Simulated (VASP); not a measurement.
# KBr in VASP: further runs

KBr is run at these levels: r2SCAN+D3(BJ), LDA, PBE; tasks: single point.

Program: VASP 6.6.1. These are calculated values, not measurements. Logs are shortened: lines on timing, memory, paths and dates and some standing lists are left out, and cuts for length are marked.

**1. The cell of the first run**

It takes space group Fm-3m (No. 225, cubic). Conventional cell: a = 6.644 Å, b = 6.644 Å, c = 6.644 Å, α = 90.00°, β = 90.00°, γ = 90.00°. Within 4.4 Å of Br (site symmetry m-3m) lie 6 K at 3.32 Å. K (site symmetry m-3m) has 6 Br at 3.32 Å within 4.4 Å.

**2. Single point, r2SCAN+D3(BJ)**

The input, POSCAR:

```
KBr
1.0
    0.0000000000      3.3218549415      3.3218549415
    3.3218549415      0.0000000000      3.3218549415
    3.3218549415      3.3218549415      0.0000000000
Br K
1 1
Direct
    0.5000000000      0.5000000000      0.5000000000
    0.0000000000      0.0000000000      0.0000000000
```

The input, INCAR.step1:

```
  ALGO = Normal
  EDIFF = 1E-4
  ENCUT = 520
  GGA = PE
  ISMEAR = -1
  LASPH = T
  LCHARG = F
  LREAL = F
  LWAVE = T
  NBANDS = 15
  NELM = 60
  PREC = Accurate
  SIGMA = 0.05
```

The input, INCAR.step2:

```
  ALGO = Normal
  EDIFF = 1E-6
  ENCUT = 520
  ISIF = 2
  ISMEAR = -1
  ISTART = 1
  IVDW = 12
  LASPH = T
  LCHARG = T
  LELF = T
  LMIXTAU = T
  LREAL = F
  LVHAR = T
  LWAVE = F
  METAGGA = R2SCAN
  NBANDS = 15
  NELM = 60
  PREC = Accurate
  SIGMA = 0.05
  VDW_A1 = 0.49484001
  VDW_A2 = 5.73083694
  VDW_S6 = 1.0
  VDW_S8 = 0.78981345
```

The input, KPOINTS:

```
k-points
0
Gamma
  7 7 7
```

Potentials or basis: VASP PAW PBE potentials, release 64 (Br, K_sv).

The run is started by

```
cat potpaw_PBE.64/Br/POTCAR potpaw_PBE.64/K_sv/POTCAR > POTCAR
cp INCAR.step1 INCAR
mpirun -np 1 vasp_std > vasp.out
cp INCAR.step2 INCAR
mpirun -np 1 vasp_std > vasp.out
```

OUTCAR:

```text
EDIFF = 1E-6
   ENCUT = 520
   ISIF = 2
   ISMEAR = -1
   ISTART = 1
   IVDW = 12
   LASPH = T
   LREAL = F
   METAGGA = R2SCAN
   NELM = 60
   PREC = Accurate
 IVDW          = 12

 ion  position               nearest neighbor table
   1  0.500  0.500  0.500-
   2  0.000  0.000  0.000-

  LATTYP: Found a face centered cubic cell.
 ALAT       =     6.6437098830

  Lattice vectors:

 A1 = (   0.0000000000,   3.3218549415,   3.3218549415)
 A2 = (   3.3218549415,   0.0000000000,   3.3218549415)
 A3 = (   3.3218549415,   3.3218549415,   0.0000000000)

Analysis of symmetry for initial positions (statically):
=====================================================================
 Subroutine PRICEL returns:
 Original cell was already a primitive cell.

 Routine SETGRP: Setting up the symmetry group for a
 face centered cubic supercell.

 Subroutine GETGRP returns: Found 48 space group operations
 (whereof 48 operations were pure point group operations)
 out of a pool of 48 trial point group operations.

The static configuration has the point symmetry O_h .

Analysis of symmetry for dynamics (positions and initial velocities):
=====================================================================
 Subroutine PRICEL returns:
 Original cell was already a primitive cell.

 Routine SETGRP: Setting up the symmetry group for a
 face centered cubic supercell.

 Subroutine GETGRP returns: Found 48 space group operations
 (whereof 48 operations were pure point group operations)
 out of a pool of 48 trial point group operations.

The dynamic configuration has the point symmetry O_h .

 Subroutine INISYM returns: Found 48 space group operations
 (whereof 48 operations are pure point group operations),
 and found     1 'primitive' translations

----------------------------------------------------------------------------------------

                                     Primitive cell

  volume of cell :      73.3115

  direct lattice vectors                    reciprocal lattice vectors
     0.000000000  3.321854941  3.321854941    -0.150518312  0.150518312  0.150518312
     3.321854941  0.000000000  3.321854941     0.150518312 -0.150518312  0.150518312
     3.321854941  3.321854941  0.000000000     0.150518312  0.150518312 -0.150518312

  length of vectors
[... 76 lines left out ...]
   NELM   =     60;   NELMIN=  2; NELMDL=  0     # of ELM steps
   EDIFF  = 0.1E-05   stopping-criterion for ELM
   LREAL  =      F    real-space projection
[... 7 lines left out ...]
   TEBEG  =    0.0;   TEEND  =   0.0 temperature during run
   PSTRESS=    0.0 pullay stress
   NELECT =      16.0000    total number of electrons
   NUPDOWN=      -1.0000    fix difference up-down
   EMIN   =  10.00;   EMAX   =-10.00  energy-range for DOS
   EFERMI =   0.00;   METHOD = LEGACY
   ISMEAR =    -1;   SIGMA  =   0.05  broadening in eV -4-tet -1-fermi 0-gaus
   EFERMI_NEDOS =   21; number of points for ismear=-14 and -15
   IALGO  =     38    algorithm
   IMIX   =      4    mixing-type and parameters
     AMIX     =   0.40;   BMIX     =  1.00
     AMIX_MAG =   1.60;   BMIX_MAG =  1.00
  volume/ion in A,a.u.               =      36.66       247.37
  Fermi-wavevector in a.u.,A,eV,Ry     =   0.985653  1.862615 13.218228  0.971512
  Thomas-Fermi vector in A             =   2.116976
   LORBIT       =      0    0 simple, 1 ext, 2 COOP (PROOUT), +10 PAW based schemes
   METAGGA = R2SCAN    functional components
   LHFCALC =     F    Hartree Fock is set to
   AEXX    =    0.0000 exact exchange contribution
   IVDW    =    12    specifies the selected vdW correction
   LEPSILON=     F    determine dielectric tensor
   LRPA    =     F    only Hartree local field effects (RPA)
 non-spin polarized calculation
  energy-cutoff  :      520.00
  volume of cell :       73.31
 maximum number of plane-waves:      1992
   NGX = 17   NGY = 17   NGZ = 17

 number of electron      15.9999997 magnetization

 Free energy of the ion-electron system (eV)
  ---------------------------------------------------
  ext. energy  EPLUGINS =         0.00000000
  ---------------------------------------------------
  free energy    TOTEN  =       -23.24798265 eV

  energy without entropy =      -23.24798265  energy(sigma->0) =      -23.24798265

 E-fermi :  -1.0729     XC(G=0):  -7.6634

 val. band max:       -2.2253602237   @ k =   0.0000   0.0000   0.0000
 cond. band min:       2.7982060965   @ k =   0.0000   0.0000   0.0000
 fundamental gap:      5.0235663202
 Fermi energy:        -1.0729380275

 k-point     1 :       0.0000    0.0000    0.0000
  band No.  band energies     occupation
      1     -31.1511      2.00000
      2     -14.9293      2.00000
      3     -13.8554      2.00000
      4     -13.8554      2.00000
      5     -13.8554      2.00000
      6      -2.2254      2.00000
      7      -2.2254      2.00000
      8      -2.2254      2.00000
      9       2.7982      0.00000
     10       6.0079      0.00000
     11       6.0079      0.00000
     12       6.0079      0.00000
     13       6.9760      0.00000
     14       6.9760      0.00000
[... 329 lines left out ...]
      2     -14.9367      2.00000
      3     -13.9151      2.00000
      4     -13.8937      2.00000
      5     -13.7592      2.00000
      6      -2.8734      2.00000
      7      -2.8395      2.00000
      8      -2.6272      2.00000
      9       5.3510      0.00000
     10       6.0869      0.00000
     11       6.8922      0.00000
     12       7.5780      0.00000
     13       8.9741      0.00000
     14       9.0441      0.00000
     15       9.8560      0.00000

------------------------ aborting loop because EDIFF is reached ----------------------------------------

 Edisp (eV)   -0.19408

 E8    (eV) :    -0.0720

  FORCE on cell =-STRESS in cart. coord.  units (eV):
  Direction    XX          YY          ZZ          XY          YZ          ZX
  --------------------------------------------------------------------------------------
  -------------------------------------------------------------------------------------
  Total      -0.31388    -0.31388    -0.31388    -0.00000     0.00000    -0.00000
  in kB      -6.85973    -6.85973    -6.85973    -0.00000     0.00000    -0.00000
  external pressure =       -6.86 kB  Pullay stress =        0.00 kB

 VOLUME and BASIS-vectors are now :
 -----------------------------------------------------------------------------
  energy-cutoff  :      520.00
  volume of cell :       73.31
      direct lattice vectors                 reciprocal lattice vectors
     0.000000000  3.321854941  3.321854941    -0.150518312  0.150518312  0.150518312
     3.321854941  0.000000000  3.321854941     0.150518312 -0.150518312  0.150518312
     3.321854941  3.321854941  0.000000000     0.150518312  0.150518312 -0.150518312

 POSITION                                       TOTAL-FORCE (eV/Angst)
 -----------------------------------------------------------------------------------
      3.32185      3.32185      3.32185         0.000000      0.000000     -0.000000
      0.00000      0.00000      0.00000        -0.000000     -0.000000      0.000000
 -----------------------------------------------------------------------------------
    total drift:                                0.000000      0.000000      0.000000

  FREE ENERGIE OF THE ION-ELECTRON SYSTEM (eV)
  ---------------------------------------------------
  free  energy   TOTEN  =       -23.4420638473 eV

  energy  without entropy=      -23.4420638473  energy(sigma->0) =      -23.44206385
```

OSZICAR.step1:

```text
N       E                     dE             d eps       ncg     rms          rms(c)
DAV:   1     0.987079983400E+02    0.98708E+02   -0.67670E+03   600   0.932E+02
DAV:   2    -0.308452093087E+00   -0.99016E+02   -0.92329E+02   812   0.227E+02
DAV:   3    -0.616496944973E+01   -0.58565E+01   -0.58317E+01   810   0.496E+01
DAV:   4    -0.639600537172E+01   -0.23104E+00   -0.23100E+00   887   0.862E+00
DAV:   5    -0.639779902300E+01   -0.17937E-02   -0.17936E-02   810   0.903E-01    0.301E+00
DAV:   6    -0.622189317004E+01    0.17591E+00   -0.22106E-01   775   0.224E+00    0.219E+00
DAV:   7    -0.621017509534E+01    0.11718E-01   -0.10798E-01   810   0.176E+00    0.101E+00
DAV:   8    -0.621940995866E+01   -0.92349E-02   -0.12066E-02   651   0.796E-01    0.117E-01
DAV:   9    -0.622021615111E+01   -0.80619E-03   -0.87116E-04   824   0.181E-01    0.785E-02
DAV:  10    -0.622050519760E+01   -0.28905E-03   -0.29837E-04   620   0.988E-02    0.130E-02
DAV:  11    -0.622052152831E+01   -0.16331E-04   -0.23877E-05   587   0.302E-02
   1 F= -.62205215E+01 E0= -.62205215E+01  d E =-.909761E-11
```

It took 44 s on 1 thread of Intel Xeon 6975P-C (Granite Rapids), shared host; peak memory 0.22 GiB.

Results:

```
Free energy                : -23.4421 eV
Pressure                   : -0.7 GPa
Band gap on the k mesh     : 5.02 eV
Dispersion energy per atom : -0.097 eV
```

Caveat: the PAW data sets were made with another functional, which shifts forces and pressure a little; an odd mesh through Γ misses points on the zone boundary, where band edges can lie. r2SCAN opens gaps a little over a GGA but as a rule still falls short of measured ones.

**3. Single point, r2SCAN+D3(BJ)**

This run uses another cell than the first one, of 37.37 Å³/atom.

The input, POSCAR:

```
KBr
1.0
    0.0000000000      3.3434260326      3.3434260326
    3.3434260326      0.0000000000      3.3434260326
    3.3434260326      3.3434260326      0.0000000000
Br K
1 1
Direct
    0.5000000000      0.5000000000      0.5000000000
    0.0000000000      0.0000000000      0.0000000000
```

The input, INCAR.step1:

```
  PREC = Accurate
  ENCUT = 520
  ISMEAR = -1
  SIGMA = 0.05
  LREAL = F
  LASPH = T
  NELM = 60
  NBANDS = 15
  GGA = PE
  ALGO = Normal
  EDIFF = 1E-4
  LWAVE = T
  LCHARG = F
```

The input, INCAR.step2:

```
  PREC = Accurate
  ENCUT = 520
  EDIFF = 1E-6
  ISMEAR = -1
  SIGMA = 0.05
  LREAL = F
  LASPH = T
  NELM = 60
  ALGO = Normal
  ISIF = 2
  LWAVE = F
  LCHARG = F
  METAGGA = R2SCAN
  LMIXTAU = T
  IVDW = 12
  VDW_S6 = 1.0
  VDW_S8 = 0.78981345
  VDW_A1 = 0.49484001
  VDW_A2 = 5.73083694
  NBANDS = 15
  ISTART = 1
```

The input, KPOINTS:

```
Automatic mesh
0
Gamma
  7 7 7
```

Potentials or basis: VASP PAW PBE potentials, release 64 (Br, K_sv).

The run is started by

```
cat potpaw_PBE.64/Br/POTCAR potpaw_PBE.64/K_sv/POTCAR > POTCAR
cp INCAR.step1 INCAR
mpirun -np 1 vasp_std > vasp.out
cp INCAR.step2 INCAR
mpirun -np 1 vasp_std > vasp.out
```

It took 41 s on 1 thread of Intel Xeon 6975P-C (Granite Rapids), shared host; peak memory 0.22 GiB.

It converged, with:

```yaml
Free_energy: -23.4350 eV
Pressure: -0.9 GPa
Band_gap_on_the_k_mesh: 4.97 eV
Dispersion_energy_per_atom: -0.095 eV
```

Levels at points of the mesh, in eV from the valence-band top:
| k point | band 6 | band 7 | band 8 | band 9 | band 10 | band 11 |
| --- | --- | --- | --- | --- | --- | --- |
| (0.00, 0.00, 0.00) | 0.00 | 0.00 | 0.00 | 4.97 | 8.23 | 8.23 |

Caveat: the PAW data sets were made with another functional, which shifts forces and pressure a little; an odd mesh through Γ misses points on the zone boundary, where band edges can lie.

**4. Single point, r2SCAN+D3(BJ)**

This run uses another cell than the first one, of 38.09 Å³/atom.

The input, POSCAR:

```
KBr
1.0
    0.0000000000      3.3647223140      3.3647223140
    3.3647223140      0.0000000000      3.3647223140
    3.3647223140      3.3647223140      0.0000000000
Br K
1 1
Direct
    0.5000000000      0.5000000000      0.5000000000
    0.0000000000      0.0000000000      0.0000000000
```

The input, INCAR.step1:

```
PREC     = Accurate       # precision mode
ENCUT    = 520            # plane-wave cutoff, eV
ISMEAR   = -1             # smearing method
SIGMA    = 0.05           # smearing width, eV
LREAL    = False          # projectors in reciprocal space
LASPH    = True           # aspherical terms in the spheres
NELM     = 60             # most SCF steps
NBANDS   = 15             # bands
GGA      = PE             # functional
ALGO     = Normal         # electronic algorithm
EDIFF    = 1E-4           # SCF threshold, eV
LWAVE    = True           # write WAVECAR
LCHARG   = False          # write CHGCAR
```

The input, INCAR.step2:

```
PREC     = Accurate       # precision mode
ENCUT    = 520            # plane-wave cutoff, eV
EDIFF    = 1E-6           # SCF threshold, eV
ISMEAR   = -1             # smearing method
SIGMA    = 0.05           # smearing width, eV
LREAL    = False          # projectors in reciprocal space
LASPH    = True           # aspherical terms in the spheres
NELM     = 60             # most SCF steps
ALGO     = Normal         # electronic algorithm
ISIF     = 2              # what is computed and relaxed
LWAVE    = False          # write WAVECAR
LCHARG   = False          # write CHGCAR
METAGGA  = R2SCAN         # meta-GGA
LMIXTAU  = True         
IVDW     = 12             # dispersion correction
VDW_S6   = 1.0          
VDW_S8   = 0.78981345   
VDW_A1   = 0.49484001   
VDW_A2   = 5.73083694   
NBANDS   = 15             # bands
ISTART   = 1
```

KPOINTS is that of step 3.

The run is started by

```
cat potpaw_PBE.64/Br/POTCAR potpaw_PBE.64/K_sv/POTCAR > POTCAR
cp INCAR.step1 INCAR
mpirun -np 1 vasp_std > vasp.out
cp INCAR.step2 INCAR
mpirun -np 1 vasp_std > vasp.out
```

Run time: 39 s. Hardware: 1 thread of Intel Xeon 6975P-C (Granite Rapids), shared host; peak memory 0.22 GiB.

The run converged. Its results:

| Property | Result |
| --- | --- |
| Free energy | -23.4257 eV |
| Pressure | -1.2 GPa |
| Band gap on the k mesh | 4.92 eV |
| Dispersion energy per atom | -0.093 eV |

Levels at points of the mesh, in eV from the valence-band top:
```
           k point  band 4  band 5  band 6  band 7  band 8  band 9  band 10  band 11  band 12  band 13
(0.00, 0.00, 0.00)  -11.71  -11.71    0.00    0.00    0.00    4.92     8.22     8.22     8.22     9.17
```

Caveat: the PAW data sets were made with another functional, which shifts forces and pressure a little; an odd mesh through Γ misses points on the zone boundary, where band edges can lie. r2SCAN opens gaps a little over a GGA but as a rule still falls short of measured ones.

**5. Single point, LDA, non-collinear spin, zero start, spin-orbit coupling**

This run uses another cell than the first one, of 35.94 Å³/atom.

The input, INCAR:

```
SYSTEM = KBr
ALGO = Normal
EDIFF = 1E-6
ENCUT = 520
GGA_COMPAT = .False.
ISIF = 2
ISMEAR = -1
LASPH = .True.
LCHARG = .True.
LORBIT = 11
LORBMOM = .True.
LREAL = .False.
LSORBIT = .True.
LVHAR = .True.
LWAVE = .False.
MAGMOM = 0 0 0 0 0 0
NBANDS = 28
NELM = 150
PREC = Accurate
SIGMA = 0.05
```

The input, KPOINTS:

```
k-points
0
Gamma
  7 7 7
  0 0 0
```

The input, POSCAR:

```
KBr
1.0
    0.0000000000      3.3000000000      3.3000000000
    3.3000000000      0.0000000000      3.3000000000
    3.3000000000      3.3000000000      0.0000000000
Br K
1 1
Direct
    0.5000000000      0.5000000000      0.5000000000
    0.0000000000      0.0000000000      0.0000000000
```

Potentials or basis: VASP PAW LDA potentials, release 64 (Br, K_sv).

The run is started by

```
cat potpaw_LDA.64/Br/POTCAR potpaw_LDA.64/K_sv/POTCAR > POTCAR
mpirun -np 1 vasp_ncl > vasp.out
```

It took 43 s on 1 thread of Intel Xeon 6975P-C (Granite Rapids), shared host; peak memory 0.32 GiB.

Results (log left out):

- Free energy: -6.8290 eV
- Pressure: -1.6 GPa
- Net moment: 0.00 μB per cell
- Valence electrons inside the program's atomic spheres: Br 4.88; K 7.54

Moments on the atoms (μB; x, y, z):
```
Br  0.00 0.00 0.00
K   0.00 0.00 0.00
```

[end of part 1 of 2]
